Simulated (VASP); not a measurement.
Here is a VASP 6.6.1 calculation.

File INCAR:

```
SYSTEM = Sb
PREC     = Accurate       ! precision mode
ENCUT    = 520            ! plane-wave cutoff, eV
EDIFF    = 1E-7           ! SCF threshold, eV
ISMEAR   = -1             ! smearing method
SIGMA    = 0.1            ! smearing width, eV
LREAL    = .FALSE.        ! projectors in reciprocal space
LASPH    = .TRUE.         ! aspherical terms in the spheres
NELM     = 100            ! most SCF steps
ALGO     = Normal         ! electronic algorithm
ISIF     = 2              ! what is computed and relaxed
LWAVE    = .FALSE.        ! write WAVECAR
LCHARG   = .TRUE.         ! write CHGCAR
LDIPOL   = .TRUE.       
IDIPOL   = 3            
DIPOL    = 0.5 0.5 0.500
GGA      = PS             ! functional
LELF     = .TRUE.         ! ELF
LVHAR    = .TRUE.       
LVACPOTAV= .TRUE.       
NBANDS   = 20             ! bands
```

The input KPOINTS:

```
regular mesh
0
G
  11 11 1
  0 0 0
```

Contents of POSCAR:

```
Sb
1.0
    3.3338465348      0.0000000000      0.0000000000
    0.0000000000      3.3338465348      0.0000000000
    0.0000000000      0.0000000000     25.4295000000
Sb
5
Direct
    0.0000000000      0.0000000000      0.3238290359
    0.5000000000      0.5000000000      0.4057516830
    0.0000000000      0.0000000000      0.4999999047
    0.5000000000      0.5000000000      0.5942483405
    0.0000000000      0.0000000000      0.6761710359
```

Potentials or basis: VASP PAW PBE potentials, release 64 (Sb).

Launch:

```sh
$ cat potpaw_PBE.64/Sb/POTCAR > POTCAR
$ mpirun -np 1 vasp_std > vasp.out
```

Task: Estimate the largest force.

Result: 0.014 eV/Å.

Forces in eV/Å, atoms in the order of the input:
```
Sb   0.000  0.000 -0.014
Sb   0.000  0.000  0.011
Sb   0.000  0.000  0.000
Sb   0.000  0.000 -0.011
Sb   0.000  0.000  0.014
```

Caveat: the PAW data sets were made with another functional, which shifts forces and pressure a little.
